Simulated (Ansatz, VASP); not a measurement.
GaN in VASP and in Ansatz

```
CELL_PARAMETERS angstrom
0.00000 2.20601 2.34247
2.20601 0.00000 2.34247
2.20601 2.20601 0.00000
ATOMIC_POSITIONS crystal
Ga 0.00000 0.00000 0.00000
N 0.75000 0.75000 0.75000
```

Change from the starting cell: strain -0.030 along x and y, +0.030 along z, atoms carried along.

Alike in both runs: task single point; functional PBE; k mesh 10 × 10 × 10; occupations gaussian, width 0.05 eV; no spin polarisation.

|  | VASP | Ansatz |
| --- | --- | --- |
| version | VASP 6.6.1 | Ansatz 0.2.0 |
| potentials or method | VASP PAW PBE potentials, release 64 (Ga_d, N), cutoff 520 eV | scalar-relativistic, plane waves, PAW |
| valence electrons in the cell | 18 | 18 |

Ansatz gave:

* gap on the k mesh at the Fermi level (eV): 1.62
* least direct gap on the mesh (eV): 1.62
* pressure (GPa): 5.5
* traceless stress, the component that is largest in VASP (GPa): -5.54

Task: Which values does VASP return?

Result: gap on the k mesh at the Fermi level (eV): 1.63; least direct gap on the mesh (eV): 1.63; pressure (GPa): 5.6; traceless stress, the component that is largest in VASP (GPa): -5.56.

With one functional, cell and mesh, what is left measures potentials, basis and numerics.
